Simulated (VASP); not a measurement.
# Si in VASP: single point with PBE

Aim: the single point of Si with PBE.

Program: VASP 6.6.1. These are calculated values, not measurements. Logs are shortened: lines on timing, memory, paths and dates and some standing lists are left out, and cuts for length are marked.

**1. The cell of the first run**

The cell holds a slab with vacuum, 9 atoms: a = 3.851 Å, b = 6.365 Å, c = 19.753 Å, α = 90.00°, β = 90.00°, γ = 90.00°.

**2. Single point, PBE, collinear spin**

The input, INCAR:

```
PREC = Accurate
ENCUT = 520
EDIFF = 1E-6
ISMEAR = 0
SIGMA = 0.05
LREAL = False
LASPH = True
NELM = 150
ALGO = Normal
ISIF = 2
LWAVE = False
LCHARG = True
ISPIN = 2
MAGMOM = 0 0 0 0 0 0 0 0 2
LORBIT = 11
LDIPOL = True
IDIPOL = 3
DIPOL = 0.5 0.5 0.333
GGA = PE
LELF = True
LVHAR = True
LVACPOTAV = True
NBANDS = 32
```

The input, KPOINTS:

```
Automatic mesh
0
Gamma
  7 4 1
```

The input, POSCAR:

```
Si
1.0
    3.8510822285      0.0000000000      0.0000000000
    0.0000000000      6.3646810443      0.0000000000
    0.0000000000      0.0000000000     19.7525435318
Si
9
Direct
    0.0000000000      0.9370679282      0.2025055656
    0.0000000000      0.5629320718      0.2025055656
    0.5000000000      0.4370679282      0.2587875163
    0.5000000000      0.0629320718      0.2587875163
    0.5000000000      0.9333044702      0.3720589482
    0.5000000000      0.5666955298      0.3720589482
    0.0000000000      0.4259907587      0.4177964989
    0.0000000000      0.0740092413      0.4177964989
    0.5000000000      0.5926574254      0.4942061660
```

Potentials or basis: VASP PAW PBE potentials, release 64 (Si).

Command:

```bash
$ cat potpaw_PBE.64/Si/POTCAR > POTCAR
$ mpirun -np 1 vasp_std > vasp.out
```

OUTCAR:

```text
PREC = Accurate
   ENCUT = 520
   EDIFF = 1E-6
   ISMEAR = 0
   LREAL = False
   LASPH = True
   NELM = 150
   ISIF = 2
   ISPIN = 2
   LORBIT = 11
   GGA = PE

 ion  position               nearest neighbor table
   1  0.000  0.937  0.203-   4 2.36   4 2.36   2 2.38
   2  0.000  0.563  0.203-   3 2.36   3 2.36   1 2.38
   3  0.500  0.437  0.259-   2 2.36   2 2.36   4 2.38   6 2.38
   4  0.500  0.063  0.259-   1 2.36   1 2.36   3 2.38   5 2.38
   5  0.500  0.933  0.372-   8 2.31   8 2.31   6 2.33   4 2.38
   6  0.500  0.567  0.372-   7 2.31   7 2.31   5 2.33   3 2.38   9 2.42
   7  0.000  0.426  0.418-   8 2.24   6 2.31   6 2.31   9 2.67   9 2.67
   8  0.000  0.074  0.418-   7 2.24   5 2.31   5 2.31
   9  0.500  0.593  0.494-   6 2.42   7 2.67   7 2.67

  LATTYP: Found a simple orthorhombic cell.
 ALAT       =     3.8510822285
 B/A-ratio  =     1.6526993366
 C/A-ratio  =     5.1290890092

  Lattice vectors:

 A1 = (   3.8510822285,   0.0000000000,   0.0000000000)
 A2 = (   0.0000000000,   6.3646810443,   0.0000000000)
 A3 = (   0.0000000000,   0.0000000000,  19.7525435318)

Analysis of symmetry for initial positions (statically):
=====================================================================
 Subroutine PRICEL returns:
 Original cell was already a primitive cell.

 Routine SETGRP: Setting up the symmetry group for a
 simple orthorhombic supercell.

 Subroutine GETGRP returns: Found  2 space group operations
 (whereof  2 operations were pure point group operations)
 out of a pool of  8 trial point group operations.

The static configuration has the point symmetry C_1h.

Analysis of symmetry for dynamics (positions and initial velocities):
=====================================================================
 Subroutine PRICEL returns:
 Original cell was already a primitive cell.

 Routine SETGRP: Setting up the symmetry group for a
 simple orthorhombic supercell.

 Subroutine GETGRP returns: Found  2 space group operations
 (whereof  2 operations were pure point group operations)
 out of a pool of  8 trial point group operations.

The dynamic configuration has the point symmetry C_1h.

Analysis of structural, dynamic, and magnetic symmetry:
=====================================================================
 Subroutine PRICEL returns:
 Original cell was already a primitive cell.

 Routine SETGRP: Setting up the symmetry group for a
 simple orthorhombic supercell.

 Subroutine GETGRP returns: Found  2 space group operations
 (whereof  2 operations were pure point group operations)
 out of a pool of  8 trial point group operations.

The overall configuration has the point symmetry C_1h.

 Subroutine INISYM returns: Found  2 space group operations
 (whereof  2 operations are pure point group operations),
 and found     1 'primitive' translations

----------------------------------------------------------------------------------------

                                     Primitive cell

  volume of cell :     484.1528

  direct lattice vectors                    reciprocal lattice vectors
     3.851082229  0.000000000  0.000000000     0.259667268  0.000000000  0.000000000
     0.000000000  6.364681044  0.000000000     0.000000000  0.157117064  0.000000000
     0.000000000  0.000000000 19.752543532     0.000000000  0.000000000  0.050626391

  length of vectors
     3.851082229  6.364681044 19.752543532     0.259667268  0.157117064  0.050626391

  position of ions in fractional coordinates (direct lattice)
     0.000000000  0.937067928  0.202505566
     0.000000000  0.562932072  0.202505566
     0.500000000  0.437067928  0.258787516
     0.500000000  0.062932072  0.258787516
     0.500000000  0.933304470  0.372058948
     0.500000000  0.566695530  0.372058948
     0.000000000  0.425990759  0.417796499
     0.000000000  0.074009241  0.417796499
     0.500000000  0.592657425  0.494206166

  ion indices of the primitive-cell ions
   primitive index   ion index
                 1           1
                 2           2
                 3           3
                 4           4
                 5           5
                 6           6
                 7           7
                 8           8
                 9           9

----------------------------------------------------------------------------------------

 KPOINTS: Automatic mesh

Automatic generation of k-mesh.
 Grid dimensions read from file:
 generate k-points for:    7    4    1

 Generating k-lattice:

  Cartesian coordinates                     Fractional coordinates (reciprocal lattice)
     0.037095324  0.000000000  0.000000000     0.142857143  0.000000000  0.000000000
     0.000000000  0.039279266  0.000000000     0.000000000  0.250000000  0.000000000
     0.000000000  0.000000000  0.050626391     0.000000000  0.000000000  1.000000000

  Length of vectors
     0.037095324  0.039279266  0.050626391

  Shift w.r.t. Gamma in fractional coordinates (k-lattice)
     0.000000000  0.000000000  0.000000000

 Subroutine IBZKPT returns following result:
 ===========================================

 Found     12 irreducible k-points:

 Following reciprocal coordinates:
            Coordinates               Weight
  0.000000  0.000000  0.000000      1.000000
  0.142857  0.000000  0.000000      2.000000
  0.285714  0.000000  0.000000      2.000000
  0.428571  0.000000  0.000000      2.000000
  0.000000  0.250000  0.000000      2.000000
  0.142857  0.250000  0.000000      4.000000
  0.285714  0.250000  0.000000      4.000000
  0.428571  0.250000  0.000000      4.000000
  0.000000  0.500000  0.000000      1.000000
  0.142857  0.500000  0.000000      2.000000
  0.285714  0.500000  0.000000      2.000000
  0.428571  0.500000  0.000000      2.000000
   k-points           NKPTS =     12   k-points in BZ     NKDIM =     12   number of bands    NBANDS=     32
   number of dos      NEDOS =    301   number of ions     NIONS =      9
   total plane-waves  NPLWV = 216000
   dimension x,y,z NGX =    30 NGY =   48 NGZ =  150
   dimension x,y,z NGXF=    60 NGYF=   96 NGZF=  300
   ions per type =               9
   NGX,Y,Z   is equivalent  to a cutoff of  12.95, 12.54, 12.62 a.u.
   NGXF,Y,Z  is equivalent  to a cutoff of  25.90, 25.08, 25.25 a.u.
 SYSTEM =  unknown system
   PREC   = accura    normal or accurate (medium, high low for compatibility)
   ISTART =      0    job   : 0-new  1-cont  2-samecut
   ICHARG =      2    charge: 1-file 2-atom 10-const
   ISPIN  =      2    spin polarized calculation?
   LNONCOLLINEAR =      F non collinear calculations
   LSORBIT =      F    spin-orbit coupling
   LASPH  =      T    aspherical Exc in radial PAW
   ENCUT  =  520.0 eV  38.22 Ry    6.18 a.u.   7.16 11.83 36.73*2*pi/ulx,y,z
   NELM   =    150;   NELMIN=  2; NELMDL= -5     # of ELM steps
   EDIFF  = 0.1E-05   stopping-criterion for ELM
   LREAL  =      F    real-space projection
   EDIFFG = 0.1E-04   stopping-criterion for IOM
   NSW    =      0    number of steps for IOM
   IBRION =     -1    ionic relax: 0-MD 1-quasi-New 2-CG
   NFREE  =      0    steps in history (QN), initial steepest desc. (CG)
   ISIF   =      2    stress and relaxation
   ISYM   =      2    0-nonsym 1-usesym 2-fastsym
   POTIM  = 0.5000    time-step for ionic-motion
   TEBEG  =    0.0;   TEEND  =   0.0 temperature during run
   PSTRESS=    0.0 pullay stress
   NELECT =      36.0000    total number of electrons
   NUPDOWN=      -1.0000    fix difference up-down
   EMIN   =  10.00;   EMAX   =-10.00  energy-range for DOS
   EFERMI =   0.00;   METHOD = LEGACY
   ISMEAR =     0;   SIGMA  =   0.05  broadening in eV -4-tet -1-fermi 0-gaus
   EFERMI_NEDOS =   21; number of points for ismear=-14 and -15
   IALGO  =     38    algorithm
   IMIX   =      4    mixing-type and parameters
     AMIX     =   0.40;   BMIX     =  1.00
     AMIX_MAG =   1.60;   BMIX_MAG =  1.00
  volume/ion in A,a.u.               =      53.79       363.02
  Fermi-wavevector in a.u.,A,eV,Ry     =   0.688412  1.300909  6.447944  0.473911
  Thomas-Fermi vector in A             =   1.769204
   LORBIT       =     11    0 simple, 1 ext, 2 COOP (PROOUT), +10 PAW based schemes
   GGA     = PE    functional components
   LHFCALC =     F    Hartree Fock is set to
   AEXX    =    0.0000 exact exchange contribution
   IVDW    =     0    specifies the selected vdW correction
   LEPSILON=     F    determine dielectric tensor
   LRPA    =     F    only Hartree local field effects (RPA)
 spin polarized calculation
 Gauss-broadening in eV      SIGMA  =   0.05
  energy-cutoff  :      520.00
  volume of cell :      484.15
 maximum number of plane-waves:     13082
 NGX is ok and might be reduce to    30
   NGX = 15   NGY = 23   NGZ = 73

 dipolmoment           0.000000      0.000000      0.171642 electrons x Angstroem

 number of electron      35.9999999 magnetization       0.8234401

 dipolmoment           0.000000      0.000000     -0.047294 electrons x Angstroem

 Free energy of the ion-electron system (eV)
  ---------------------------------------------------
  ext. energy  EPLUGINS =         0.00000000
  ---------------------------------------------------
  free energy    TOTEN  =       -43.13252473 eV

  energy without entropy =      -43.12484892  energy(sigma->0) =      -43.12868683

 E-fermi :  -0.6966     XC(G=0):  -4.2942

 val. band max:       -0.7331104015   @ k =   0.4286   0.0000   0.0000
 cond. band min:      -0.6896570396   @ k =   0.0000   0.5000   0.0000
 fundamental gap:      0.0434533619
 Fermi energy:        -0.6966494970

 spin component 1

 k-point     1 :       0.0000    0.0000    0.0000
  band No.  band energies     occupation
      1     -12.9796      1.00000
      2     -11.3876      1.00000
      3     -10.4154      1.00000
      4      -9.0612      1.00000
      5      -8.3737      1.00000
      6      -7.9480      1.00000
[... 385 lines left out ...]
     29       3.9202      0.00000
     30       3.9829      0.00000
 Fermi energy:        -0.6966494970

 spin component 2

 k-point     1 :       0.0000    0.0000    0.0000
  band No.  band energies     occupation
      1     -12.9026      1.00000
      2     -11.3300      1.00000
      3     -10.3595      1.00000
      4      -9.0004      1.00000
      5      -8.2808      1.00000
      6      -7.8348      1.00000
[... 385 lines left out ...]
     29       4.0088      0.00000
     30       4.0788      0.00000
 [bands above 30 left out]

------------------------ aborting loop because EDIFF is reached ----------------------------------------

  FORCE on cell =-STRESS in cart. coord.  units (eV):
  Direction    XX          YY          ZZ          XY          YZ          ZX
  --------------------------------------------------------------------------------------
  -------------------------------------------------------------------------------------
  Total        0.0332236     -1.0123753      1.3883320      0.0000000     -0.7792191      0.0000000
  in kB        0.1099447     -3.3501916      4.5943222      0.0000000     -2.5786223      0.0000000
  external PRESSURE =       0.4513584 kB  Pullay stress =       0.0000000 kB

 VOLUME and BASIS-vectors are now :
 -----------------------------------------------------------------------------
  energy-cutoff  :      520.00
  volume of cell :      484.15
      direct lattice vectors                 reciprocal lattice vectors
     3.851082229  0.000000000  0.000000000     0.259667268  0.000000000  0.000000000
     0.000000000  6.364681044  0.000000000     0.000000000  0.157117064  0.000000000
     0.000000000  0.000000000 19.752543532     0.000000000  0.000000000  0.050626391

 POSITION                                       TOTAL-FORCE (eV/Angst)
 -----------------------------------------------------------------------------------
      0.00000      5.96414      4.00000         0.000000     -0.555140      0.696186
      0.00000      3.58288      4.00000         0.000000      0.520666      0.373495
      1.92554      2.78180      5.11171         0.000000      0.080822     -0.695985
      1.92554      0.40054      5.11171         0.000000      0.000127     -0.870792
      1.92554      5.94019      7.34911         0.000000     -0.036846      0.093071
      1.92554      3.60684      7.34911         0.000000      0.668316     -1.270086
      0.00000      2.71130      8.25254         0.000000      0.253136      1.280333
      0.00000      0.47105      8.25254         0.000000     -0.867334      0.386649
      1.92554      3.77208      9.76183         0.000000     -0.063747      0.007130
 -----------------------------------------------------------------------------------
    total drift:                                0.000000      0.002520      0.006912

  FREE ENERGIE OF THE ION-ELECTRON SYSTEM (eV)
  ---------------------------------------------------
  free  energy   TOTEN  =       -43.1325247340 eV

  energy  without entropy=      -43.1248489191  energy(sigma->0) =      -43.12868683

 vacuum level on the upper side and lower side of the slab         3.770         4.120

 total charge

# of ion       s       p       d       tot
------------------------------------------
    1        0.797   0.829   0.000   1.626
    2        0.794   0.837   0.000   1.631
    3        0.766   0.881   0.000   1.647
    4        0.771   0.885   0.000   1.656
    5        0.769   0.906   0.000   1.675
    6        0.762   0.942   0.000   1.704
    7        0.765   0.918   0.000   1.683
    8        0.788   0.892   0.000   1.680
    9        0.921   0.622   0.000   1.543
--------------------------------------------------
tot          7.134   7.712   0.000  14.846

 magnetization (x)

# of ion       s       p       d       tot
------------------------------------------
    1        0.003  -0.005   0.000  -0.002
    2        0.010   0.038   0.000   0.049
    3        0.004   0.006   0.000   0.010
    4        0.007   0.018   0.000   0.025
    5        0.008   0.008   0.000   0.015
    6        0.005   0.015   0.000   0.019
    7       -0.000   0.001   0.000   0.000
    8        0.006   0.025   0.000   0.030
    9        0.006   0.098   0.000   0.104
--------------------------------------------------
tot          0.047   0.204   0.000   0.251
```

Wall time 45 min (1 thread of Intel Xeon Platinum 8259CL at 2.50GHz (Skylake/Cascade Lake), shared host); peak memory 0.81 GiB.

What came out:

| Quantity | Value |
| --- | --- |
| Free energy | -43.1325 eV |
| Largest force | 1.435 eV/Å |
| Net moment | 0.82 μB per cell |
| Site moments | Si -0.00, +0.05, +0.01, +0.03, +0.02, +0.00, +0.10 (each value once) μB |
| Valence electrons inside the program's atomic spheres | Si 1.63, 1.65, 1.66, 1.68, 1.70, 1.54 (each value once) |

Forces in eV/Å, atoms in the order of the input:
```
Si   0.000 -0.555  0.696
Si   0.000  0.521  0.373
Si   0.000  0.081 -0.696
Si   0.000  0.000 -0.871
Si   0.000 -0.037  0.093
Si   0.000  0.668 -1.270
Si   0.000  0.253  1.280
Si   0.000 -0.867  0.387
Si   0.000 -0.064  0.007
```

Levels at points of the mesh, in eV from the Fermi level:
Spin up:
```tsv
k point	band 15	band 16	band 17	band 18	band 19	band 20	band 21	band 22
(0.00, 0.00, 0.00)	-0.99	-0.94	-0.33	-0.18	-0.08	0.75	1.43	1.61
(0.00, 0.50, 0.00)	-1.32	-1.16	-0.95	-0.13	0.01	0.89	1.15	1.71
```
Spin down:
```
           k point  band 14  band 15  band 16  band 17  band 18  band 19  band 20  band 21  band 22  band 23
(0.00, 0.00, 0.00)    -1.36    -0.92    -0.75    -0.29    -0.09     0.12     0.92     1.52     1.67     1.86
(0.00, 0.50, 0.00)    -1.52    -1.27    -1.13    -0.84     0.02     0.22     1.00     1.30     1.77     1.90
```

Caveat: a moment this small can come from the mesh or the smearing.
